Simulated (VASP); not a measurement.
Wanted: the native input for a VASP 6.6.1 run.

```
Task                   : single point
Functional             : PBEsol
Potentials or basis    : VASP PAW PBE potentials, release 64 (Pb_d)
Cutoff                 : 520 eV
k mesh                 : 8 × 8 × 8
Occupations            : fermi-dirac, width 0.1 eV
Spin                   : no spin polarisation
Dipole correction      : no
Further INCAR settings : ALGO = Normal; EDIFF = 1e-07; NBANDS = 13
```

The structure of Pb lies in POSCAR:

```
Pb
1.0
   -2.0142868881      2.0142868881      2.0142868881
    2.0142868881     -2.0142868881      2.0142868881
    2.0142868881      2.0142868881     -2.0142868881
Pb
1
Direct
    0.0000000000      0.0000000000      0.0000000000
```

One way to write it, as run:

INCAR

```
SYSTEM = Pb
PREC = Accurate
ENCUT = 520
EDIFF = 1E-7
ISMEAR = -1
SIGMA = 0.1
LREAL = .FALSE.
LASPH = .TRUE.
NELM = 80
ALGO = Normal
ISIF = 2
LWAVE = .FALSE.
LCHARG = .TRUE.
GGA = PS
LELF = .TRUE.
LVHAR = .TRUE.
NBANDS = 13
```

KPOINTS

```
Automatic mesh
0
G
  8 8 8
  0 0 0
```

Potentials or basis: VASP PAW PBE potentials, release 64 (Pb_d).

Command:

```console
$ cat potpaw_PBE.64/Pb_d/POTCAR > POTCAR
$ mpirun -np 1 vasp_std > vasp.out
```

It gave:

```yaml
Pressure: -3.4 GPa
Band_gap_on_the_k_mesh: zero (band 7 reaches 13.28 eV, above the bottom of band 8 at 4.55 eV)
```

Caveat: the PAW data sets were made with another functional, which shifts forces and pressure a little; spin-orbit coupling is left out, which moves the levels of the heavy elements.

Run time: 7.1 s on 1 thread of Intel(R) Xeon(R) Platinum 8488C (Sapphire Rapids) (shared host), peak memory 0.16 GiB.
